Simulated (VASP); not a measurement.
# Au (Fm-3m) in VASP: a series of runs

The runs below take Au through single point, with LDA.

All numbers are computed with VASP 6.6.1; they aren't measurements. Logs are shortened: lines on timing, memory, paths and dates and some standing lists are left out, and cuts for length are marked.

## Step 1: The cell of the first run

It takes space group Fm-3m (No. 225, cubic). The conventional cell has a = 4.046 Å, b = 4.046 Å, c = 4.046 Å, α = 90.00°, β = 90.00°, γ = 90.00°. Within 3.8 Å of Au (site symmetry m-3m) lie 12 Au at 2.86 Å.

## Step 2: Single point, LDA

The input, INCAR:

```
SYSTEM = Au
  PREC = Accurate
  ENCUT = 520
  EDIFF = 1E-6
  ISMEAR = -1
  SIGMA = 0.1
  LREAL = .FALSE.
  LASPH = .TRUE.
  NELM = 60
  ALGO = Normal
  ISIF = 2
  LWAVE = .FALSE.
  LCHARG = .FALSE.
  NBANDS = 12
```

The input, KPOINTS:

```
Automatic mesh
0
G
  2 2 2
  0 0 0
```

The input, POSCAR:

```
Au
1.0
    0.0000000000      2.0229622709      2.0229622709
    2.0229622709      0.0000000000      2.0229622709
    2.0229622709      2.0229622709      0.0000000000
Au
1
Direct
    0.0000000000      0.0000000000      0.0000000000
```

Potentials or basis: VASP PAW LDA potentials, release 64 (Au).

Command:

```sh
> cat potpaw_LDA.64/Au/POTCAR > POTCAR
> mpirun -np 1 vasp_std > vasp.out
```

OUTCAR:

```text
SYSTEM = Au
   PREC = Accurate
   ENCUT = 520
   EDIFF = 1E-6
   ISMEAR = -1
   LREAL = .FALSE.
   LASPH = .TRUE.
   NELM = 60
   ISIF = 2

 ion  position               nearest neighbor table
   1  0.000  0.000  0.000-

  LATTYP: Found a face centered cubic cell.
 ALAT       =     4.0459245418

  Lattice vectors:

 A1 = (   0.0000000000,   2.0229622709,   2.0229622709)
 A2 = (   2.0229622709,   0.0000000000,   2.0229622709)
 A3 = (   2.0229622709,   2.0229622709,   0.0000000000)

Analysis of symmetry for initial positions (statically):
=====================================================================
 Subroutine PRICEL returns:
 Original cell was already a primitive cell.

 Routine SETGRP: Setting up the symmetry group for a
 face centered cubic supercell.

 Subroutine GETGRP returns: Found 48 space group operations
 (whereof 48 operations were pure point group operations)
 out of a pool of 48 trial point group operations.

The static configuration has the point symmetry O_h .

Analysis of symmetry for dynamics (positions and initial velocities):
=====================================================================
 Subroutine PRICEL returns:
 Original cell was already a primitive cell.

 Routine SETGRP: Setting up the symmetry group for a
 face centered cubic supercell.

 Subroutine GETGRP returns: Found 48 space group operations
 (whereof 48 operations were pure point group operations)
 out of a pool of 48 trial point group operations.

The dynamic configuration has the point symmetry O_h .

 Subroutine INISYM returns: Found 48 space group operations
 (whereof 48 operations are pure point group operations),
 and found     1 'primitive' translations

----------------------------------------------------------------------------------------

                                     Primitive cell

  volume of cell :      16.5574

  direct lattice vectors                    reciprocal lattice vectors
     0.000000000  2.022962271  2.022962271    -0.247162296  0.247162296  0.247162296
     2.022962271  0.000000000  2.022962271     0.247162296 -0.247162296  0.247162296
     2.022962271  2.022962271  0.000000000     0.247162296  0.247162296 -0.247162296

  length of vectors
     2.860900680  2.860900680  2.860900680     0.428097655  0.428097655  0.428097655

  position of ions in fractional coordinates (direct lattice)
     0.000000000  0.000000000  0.000000000

  ion indices of the primitive-cell ions
   primitive index   ion index
                 1           1

----------------------------------------------------------------------------------------

 KPOINTS: Automatic mesh

Automatic generation of k-mesh.
 Grid dimensions read from file:
 generate k-points for:    2    2    2

 Generating k-lattice:

  Cartesian coordinates                     Fractional coordinates (reciprocal lattice)
    -0.123581148  0.123581148  0.123581148     0.500000000  0.000000000  0.000000000
     0.123581148 -0.123581148  0.123581148     0.000000000  0.500000000  0.000000000
     0.123581148  0.123581148 -0.123581148     0.000000000  0.000000000  0.500000000

  Length of vectors
     0.214048827  0.214048827  0.214048827

  Shift w.r.t. Gamma in fractional coordinates (k-lattice)
     0.000000000  0.000000000  0.000000000

 Subroutine IBZKPT returns following result:
 ===========================================

 Found      3 irreducible k-points:

 Following reciprocal coordinates:
            Coordinates               Weight
  0.000000  0.000000  0.000000      1.000000
  0.500000  0.000000  0.000000      4.000000
  0.500000  0.500000  0.000000      3.000000
   k-points           NKPTS =      3   k-points in BZ     NKDIM =      3   number of bands    NBANDS=     12
   number of dos      NEDOS =    301   number of ions     NIONS =      1
   total plane-waves  NPLWV =  13824
   dimension x,y,z NGX =    24 NGY =   24 NGZ =   24
   dimension x,y,z NGXF=    48 NGYF=   48 NGZF=   48
   ions per type =               1
   NGX,Y,Z   is equivalent  to a cutoff of  13.95, 13.95, 13.95 a.u.
   NGXF,Y,Z  is equivalent  to a cutoff of  27.89, 27.89, 27.89 a.u.
 SYSTEM =  Au
   PREC   = accura    normal or accurate (medium, high low for compatibility)
   ISTART =      0    job   : 0-new  1-cont  2-samecut
   ICHARG =      2    charge: 1-file 2-atom 10-const
   ISPIN  =      1    spin polarized calculation?
   LNONCOLLINEAR =      F non collinear calculations
   LSORBIT =      F    spin-orbit coupling
   LASPH  =      T    aspherical Exc in radial PAW
   ENCUT  =  520.0 eV  38.22 Ry    6.18 a.u.   5.32  5.32  5.32*2*pi/ulx,y,z
   NELM   =     60;   NELMIN=  2; NELMDL= -5     # of ELM steps
   EDIFF  = 0.1E-05   stopping-criterion for ELM
   LREAL  =      F    real-space projection
   EDIFFG = 0.1E-04   stopping-criterion for IOM
   NSW    =      0    number of steps for IOM
   IBRION =     -1    ionic relax: 0-MD 1-quasi-New 2-CG
   NFREE  =      0    steps in history (QN), initial steepest desc. (CG)
   ISIF   =      2    stress and relaxation
   ISYM   =      2    0-nonsym 1-usesym 2-fastsym
   POTIM  = 0.5000    time-step for ionic-motion
   TEBEG  =    0.0;   TEEND  =   0.0 temperature during run
   PSTRESS=    0.0 pullay stress
   NELECT =      11.0000    total number of electrons
   NUPDOWN=      -1.0000    fix difference up-down
   EMIN   =  10.00;   EMAX   =-10.00  energy-range for DOS
   EFERMI =   0.00;   METHOD = LEGACY
   ISMEAR =    -1;   SIGMA  =   0.10  broadening in eV -4-tet -1-fermi 0-gaus
   EFERMI_NEDOS =   21; number of points for ismear=-14 and -15
   IALGO  =     38    algorithm
   IMIX   =      4    mixing-type and parameters
     AMIX     =   0.40;   BMIX     =  1.00
     AMIX_MAG =   1.60;   BMIX_MAG =  1.00
  volume/ion in A,a.u.               =      16.56       111.74
  Fermi-wavevector in a.u.,A,eV,Ry     =   1.428481  2.699439 27.763495  2.040559
  Thomas-Fermi vector in A             =   2.548539
   LORBIT       =      0    0 simple, 1 ext, 2 COOP (PROOUT), +10 PAW based schemes
   GGA     = CA    functional components
   LHFCALC =     F    Hartree Fock is set to
   AEXX    =    0.0000 exact exchange contribution
   IVDW    =     0    specifies the selected vdW correction
   LEPSILON=     F    determine dielectric tensor
   LRPA    =     F    only Hartree local field effects (RPA)
 non-spin polarized calculation
  energy-cutoff  :      520.00
  volume of cell :       16.56
 maximum number of plane-waves:       459
 NGX is ok and might be reduce to    24
   NGX = 11   NGY = 11   NGZ = 11

 number of electron      10.9999998 magnetization

 Free energy of the ion-electron system (eV)
  ---------------------------------------------------
  ext. energy  EPLUGINS =         0.00000000
  ---------------------------------------------------
  free energy    TOTEN  =        -0.91821644 eV

  energy without entropy =       -0.83561833  energy(sigma->0) =       -0.87691738

 E-fermi :   8.8082     XC(G=0): -13.1196

 val. band max:        8.6294838349   @ k =   0.5000   0.0000   0.0000
 cond. band min:      10.6305379374   @ k =   0.5000   0.5000   0.0000
 fundamental gap:      2.0010541025
 Fermi energy:         8.8081510503

 k-point     1 :       0.0000    0.0000    0.0000
  band No.  band energies     occupation
      1      -0.4532      2.00000
      2       5.2161      2.00000
      3       5.2161      2.00000
      4       5.2161      2.00000
      5       6.9317      2.00000
      6       6.9317      2.00000
      7      24.0811      0.00000
      8      28.3645      0.00000
      9      28.3645      0.00000
     10      28.3645      0.00000
     11      33.4151      0.00000
     12      38.4851      0.00000

 k-point     2 :       0.5000    0.0000    0.0000
  band No.  band energies     occupation
      1       2.3002      2.00000
      2       5.2012      2.00000
      3       5.2012      2.00000
      4       8.2137      1.99478
      5       8.2137      1.99478
      6       8.6295      1.71304
      7      13.2341      0.00000
      8      23.6104      0.00000
      9      27.0241      0.00000
     10      27.0241      0.00000
     11      35.2713      0.00000
     12      35.2713      0.00000

 k-point     3 :       0.5000    0.5000    0.0000
  band No.  band energies     occupation
      1       2.6429      2.00000
      2       2.9633      2.00000
      3       8.2009      1.99540
      4       8.5438      1.86724
      5       8.5438      1.86724
      6      10.6305      0.00000
      7      15.9663      0.00000
      8      19.7970      0.00000
      9      19.7970      0.00000
     10      27.4800      0.00000
     11      30.1690      0.00000
     12      37.2753      0.00000

------------------------ aborting loop because EDIFF is reached ----------------------------------------

  FORCE on cell =-STRESS in cart. coord.  units (eV):
  Direction    XX          YY          ZZ          XY          YZ          ZX
  --------------------------------------------------------------------------------------
  -------------------------------------------------------------------------------------
  Total        5.2871102      5.2871102      5.2871102     -0.0000000     -0.0000000      0.0000000
  in kB      511.6059694    511.6059694    511.6059694     -0.0000000     -0.0000000      0.0000000
  external PRESSURE =     511.6059694 kB  Pullay stress =       0.0000000 kB

 VOLUME and BASIS-vectors are now :
 -----------------------------------------------------------------------------
  energy-cutoff  :      520.00
  volume of cell :       16.56
      direct lattice vectors                 reciprocal lattice vectors
     0.000000000  2.022962271  2.022962271    -0.247162296  0.247162296  0.247162296
     2.022962271  0.000000000  2.022962271     0.247162296 -0.247162296  0.247162296
     2.022962271  2.022962271  0.000000000     0.247162296  0.247162296 -0.247162296

 POSITION                                       TOTAL-FORCE (eV/Angst)
 -----------------------------------------------------------------------------------
      0.00000      0.00000      0.00000         0.000000      0.000000      0.000000
 -----------------------------------------------------------------------------------
    total drift:                               -0.000000      0.000000      0.000000

  FREE ENERGIE OF THE ION-ELECTRON SYSTEM (eV)
  ---------------------------------------------------
  free  energy   TOTEN  =        -0.9182164418 eV

  energy  without entropy=       -0.8356183269  energy(sigma->0) =       -0.87691738
```

Run time: 2.7 s. Hardware: 1 thread of Intel Xeon Platinum 8259CL at 2.50GHz (Skylake/Cascade Lake), shared host; peak memory 0.12 GiB.

Results:

```yaml
Free_energy: -0.9182 eV
Pressure: 51.2 GPa
```

Levels at points of the mesh, in eV from the Fermi level:
| k point | band 4 | band 5 | band 6 | band 7 | band 8 | band 9 |
| --- | --- | --- | --- | --- | --- | --- |
| (0.00, 0.00, 0.00) | -3.59 | -1.88 | -1.88 | 15.27 | 19.56 | 19.56 |
| (0.50, 0.00, 0.00) | -0.59 | -0.59 | -0.18 | 4.43 | 14.80 | 18.22 |
| (0.50, 0.50, 0.00) | -0.26 | -0.26 | 1.82 | 7.16 | 10.99 | 10.99 |

Caveat: the k points lie up to 1.34 Å⁻¹ apart; spin-orbit coupling is left out, which moves the levels of the heavy elements.

## Step 3: Single point, LDA

The input, INCAR:

```
SYSTEM = Au
PREC     = Accurate       ! precision mode
ENCUT    = 520            ! plane-wave cutoff, eV
EDIFF    = 1E-7           ! SCF threshold, eV
ISMEAR   = -1             ! smearing method
SIGMA    = 0.1            ! smearing width, eV
LREAL    = .False.        ! projectors in reciprocal space
LASPH    = .True.         ! aspherical terms in the spheres
NELM     = 100            ! most SCF steps
ALGO     = Normal         ! electronic algorithm
ISIF     = 2              ! what is computed and relaxed
LWAVE    = .False.        ! write WAVECAR
LCHARG   = .False.        ! write CHGCAR
GGA      = CA             ! functional
NBANDS   = 12             ! bands
```

The input, KPOINTS:

```
regular mesh
0
Gamma
  3 3 3
  0 0 0
```

POSCAR is that of step 2.

Potentials or basis: VASP PAW LDA potentials, release 64 (Au).

Command:

```sh
> cat potpaw_LDA.64/Au/POTCAR > POTCAR
> mpirun -np 1 vasp_std > vasp.out
```

Wall time 3.4 s (1 thread of Intel Xeon Platinum 8259CL at 2.50GHz (Skylake/Cascade Lake), shared host); peak memory 0.12 GiB.

The run converged. Its results:

```yaml
Free_energy: -4.8818 eV
Pressure: -5.4 GPa
```

Levels at points of the mesh, in eV from the Fermi level:
```tsv
k point	band 4	band 5	band 6	band 7	band 8	band 9
(0.00, 0.00, 0.00)	-2.70	-1.09	-1.09	16.68	20.78	20.78
```

Caveat: the k points lie up to 0.90 Å⁻¹ apart; spin-orbit coupling is left out, which moves the levels of the heavy elements.

## Step 4: Single point, LDA

The input, INCAR:

```
PREC = Accurate
ENCUT = 520
EDIFF = 1E-6
ISMEAR = -1
SIGMA = 0.1
LREAL = F
LASPH = T
NELM = 60
ALGO = Normal
ISIF = 2
LWAVE = F
LCHARG = F
NBANDS = 12
```

The input, KPOINTS:

```
Automatic mesh
0
Gamma
  5 5 5
```

POSCAR is that of step 3.

Command:

```sh
> cat potpaw_LDA.64/Au/POTCAR > POTCAR
> mpirun -np 1 vasp_std > vasp.out
```

Run time: 4.1 s. Hardware: 1 thread of Intel Xeon Platinum 8259CL at 2.50GHz (Skylake/Cascade Lake), shared host; peak memory 0.12 GiB.

Results (log left out):

```yaml
Free_energy: -4.5646 eV
Pressure: -0.4 GPa
```

Levels at points of the mesh, in eV from the Fermi level:
| k point | band 3 | band 4 | band 5 | band 6 | band 7 | band 8 | band 9 | band 10 |
| --- | --- | --- | --- | --- | --- | --- | --- | --- |
| (0.00, 0.00, 0.00) | -3.67 | -3.67 | -2.05 | -2.05 | 15.64 | 19.75 | 19.75 | 19.75 |

Caveat: the k points lie up to 0.54 Å⁻¹ apart; spin-orbit coupling is left out, which moves the levels of the heavy elements.

## Step 5: The runs side by side

| k mesh | gap on the mesh (eV) | pressure (GPa) |
| --- | --- | --- |
| 2 × 2 × 2 | none | 51.2 |
| 3 × 3 × 3 | none | -5.4 |
| 5 × 5 × 5 | none | -0.4 |

Alike in all rows: task single point; level LDA; potentials or basis VASP PAW LDA potentials, release 64 (Au); no spin polarisation; cell as given; cutoff (eV) 520; smearing fermi-dirac 0.1 eV.

Caveats: all runs use coarse meshes; spin-orbit coupling is left out, which moves the levels of the heavy elements.

Total energies depend on the potentials used, so only differences within one code and one set of settings carry meaning.
